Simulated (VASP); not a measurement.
# Ti (P6_3/mmc) in VASP: further runs, part 2 of 2

VASP 6.6.1.

**5. Single point, PBE (strain -0.0100 x Voigt [0, 0, 1, 0, 0, 0])**

Input file INCAR:

```
ALGO = Fast
EDIFF = 1E-6
ENCUT = 520
GGA = PE
ISIF = 2
ISMEAR = 0
LASPH = True
LCHARG = False
LREAL = False
LWAVE = False
NBANDS = 19
NELM = 80
PREC = Accurate
SIGMA = 0.15
```

Input file KPOINTS:

```
k-points
0
Gamma
  18 18 10
```

Input file POSCAR:

```
Ti
1.0
    2.9499978604      0.0000000000      0.0000000000
   -1.4749989302      2.5547730882      0.0000000000
    0.0000000000      0.0000000000      4.6391400000
Ti
2
Direct
    0.3333333333      0.6666666667      0.2500000000
    0.6666666667      0.3333333333      0.7500000000
```

Potentials or basis: VASP PAW PBE potentials, release 64 (Ti_sv).

On the command line:

```console
$ cat potpaw_PBE.64/Ti_sv/POTCAR > POTCAR
$ mpirun -np 1 vasp_std > vasp.out
```

OUTCAR:

```text
EDIFF = 1E-6
   ENCUT = 520
   GGA = PE
   ISIF = 2
   ISMEAR = 0
   LASPH = True
   LREAL = False
   NELM = 80
   PREC = Accurate

 ion  position               nearest neighbor table
   1  0.333  0.667  0.250-   2 2.88   2 2.88   2 2.88   2 2.88   2 2.88   2 2.88
   2  0.667  0.333  0.750-   1 2.88   1 2.88   1 2.88   1 2.88   1 2.88   1 2.88

  LATTYP: Found a hexagonal cell.
 ALAT       =     2.9499978604
 C/A-ratio  =     1.5725909711

  Lattice vectors:

 A1 = (   2.9499978604,   0.0000000000,   0.0000000000)
[... 194 lines left out ...]
      5     -24.5612      2.00000
      6     -24.4879      2.00000
[... 505 lines left out ...]
      6     -24.7209      2.00000
[... 11 lines left out ...]
     18      11.7397      0.00000
     19      12.4305      0.00000

 [... further k-points ...]
[... 5 lines left out ...]
  --------------------------------------------------------------------------------------
  -------------------------------------------------------------------------------------
  Total       -0.3036186     -0.3036186     -0.1572775      0.0000000      0.0000000      0.0000000
  in kB      -13.9132132    -13.9132132     -7.2071837      0.0000000      0.0000000      0.0000000
  external PRESSURE =     -11.6778700 kB  Pullay stress =       0.0000000 kB

 VOLUME and BASIS-vectors are now :
 -----------------------------------------------------------------------------
  energy-cutoff  :      520.00
  volume of cell :       34.96
      direct lattice vectors                 reciprocal lattice vectors
     2.949997860  0.000000000  0.000000000     0.338983297  0.195712098  0.000000000
    -1.474998930  2.554773088  0.000000000     0.000000000  0.391424195  0.000000000
     0.000000000  0.000000000  4.639140000     0.000000000  0.000000000  0.215557194

 POSITION                                       TOTAL-FORCE (eV/Angst)
 -----------------------------------------------------------------------------------
     -0.00000      1.70318      1.15979         0.000000      0.000000      0.000000
      1.47500      0.85159      3.47935        -0.000000     -0.000000      0.000000
 -----------------------------------------------------------------------------------
    total drift:                               -0.000000      0.000000     -0.000000

  FREE ENERGIE OF THE ION-ELECTRON SYSTEM (eV)
  ---------------------------------------------------
  free  energy   TOTEN  =       -15.6826515017 eV

  energy  without entropy=      -15.6592746649  energy(sigma->0) =      -15.67096308
```

It took 11 min on 1 thread of Intel Xeon Platinum 8488C (Sapphire Rapids), shared host; peak memory 0.24 GiB.

Results:

* Free energy: -15.6827 eV
* Pressure: -1.2 GPa
* Band gap on the k mesh: zero (band 12 reaches 9.03 eV, above the bottom of band 13 at 7.94 eV)

Levels at points of the mesh, in eV from the Fermi level:
```tsv
k point	band 10	band 11	band 12	band 13	band 14	band 15
(0.00, 0.00, 0.00)	-2.67	0.76	0.76	0.82	0.92	1.26
(0.50, 0.00, 0.00)	-2.14	-1.82	-0.66	0.44	0.65	1.19
(0.00, 0.00, 0.50)	-4.33	0.11	0.11	0.65	0.65	0.65
(0.50, 0.00, 0.50)	-2.53	-0.79	-0.79	1.30	1.30	1.69
```

Caveat: the cell differs from its parent crystal (strain -0.0100 x Voigt [0, 0, 1, 0, 0, 0]).

**6. Single point, PBE (strain +0.0100 x Voigt [0, 0, 1, 0, 0, 0])**

Input file INCAR:

```
PREC = Accurate ; ENCUT = 520
EDIFF = 1E-6 ; ISMEAR = 0
SIGMA = 0.15 ; LREAL = F
LASPH = T ; NELM = 100
ALGO = Fast ; ISIF = 2
LWAVE = F ; LCHARG = F
GGA = PE ; NBANDS = 19
```

Input file KPOINTS:

```
regular mesh
0
Gamma
  18 18 10
```

POSCAR, as its differences from that of step 5:

```diff
@@ -4,3 +4,3 @@
    -1.4749989302      2.5547730882      0.0000000000
-    0.0000000000      0.0000000000      4.6391400000
+    0.0000000000      0.0000000000      4.7328600000
 Ti
```

Potentials or basis: VASP PAW PBE potentials, release 64 (Ti_sv).

On the command line:

```console
$ cat potpaw_PBE.64/Ti_sv/POTCAR > POTCAR
$ mpirun -np 1 vasp_std > vasp.out
```

Wall time 8.4 min (1 thread of Intel Xeon Platinum 8488C (Sapphire Rapids), shared host); peak memory 0.24 GiB.

The run converged. Its results:

- Free energy: -15.6733 eV
- Pressure: -3.1 GPa
- Band gap on the k mesh: zero (band 12 reaches 8.83 eV, above the bottom of band 13 at 7.73 eV)

Stress tensor (GPa, compression positive):
```
-2.61  0.00  0.00
 0.00 -2.61  0.00
 0.00  0.00 -4.13
```

Levels at points of the mesh, in eV from the Fermi level:
| k point | band 9 | band 10 | band 11 | band 12 | band 13 | band 14 | band 15 | band 16 |
| --- | --- | --- | --- | --- | --- | --- | --- | --- |
| (0.00, 0.00, 0.00) | -6.14 | -2.63 | 0.59 | 0.78 | 0.78 | 0.79 | 1.24 | 1.24 |
| (0.50, 0.00, 0.00) | -2.29 | -2.07 | -1.79 | -0.60 | 0.54 | 0.57 | 1.09 | 3.28 |
| (0.00, 0.00, 0.50) | -4.35 | -4.35 | 0.04 | 0.04 | 0.70 | 0.70 | 0.70 | 0.70 |
| (0.50, 0.00, 0.50) | -2.47 | -2.47 | -0.80 | -0.80 | 1.27 | 1.27 | 1.72 | 1.72 |

Caveat: the cell differs from its parent crystal (strain +0.0100 x Voigt [0, 0, 1, 0, 0, 0]).

**7. The runs side by side**

```tsv
cell	further INCAR settings	gap on the mesh (eV)	pressure (GPa)
a = 2.950, b = 2.950, c = 4.499 Å, angles 90.0, 90.0, 120.0°, 2 atoms	ALGO = Fast; EDIFF = 1e-06; NBANDS = 19	none	2.7
a = 2.950, b = 2.950, c = 4.545 Å, angles 90.0, 90.0, 120.0°, 2 atoms	ALGO = Fast; EDIFF = 1e-06; NBANDS = 19	none	1.5
a = 2.950, b = 2.950, c = 4.592 Å, angles 90.0, 90.0, 120.0°, 2 atoms	ALGO = Fast; EDIFF = 1e-07; NBANDS = 19	none	0.2
a = 2.950, b = 2.950, c = 4.639 Å, angles 90.0, 90.0, 120.0°, 2 atoms	ALGO = Fast; EDIFF = 1e-06; NBANDS = 19	none	-1.2
a = 2.950, b = 2.950, c = 4.733 Å, angles 90.0, 90.0, 120.0°, 2 atoms	ALGO = Fast; EDIFF = 1e-06; NBANDS = 19	none	-3.1
```

Alike in all rows: task single point; level PBE; potentials or basis VASP PAW PBE potentials, release 64 (Ti_sv); no spin polarisation; k mesh 18 × 18 × 10; cutoff (eV) 520; smearing gaussian 0.15 eV.

Total energies depend on the potentials used, so only differences within one code and one set of settings carry meaning.
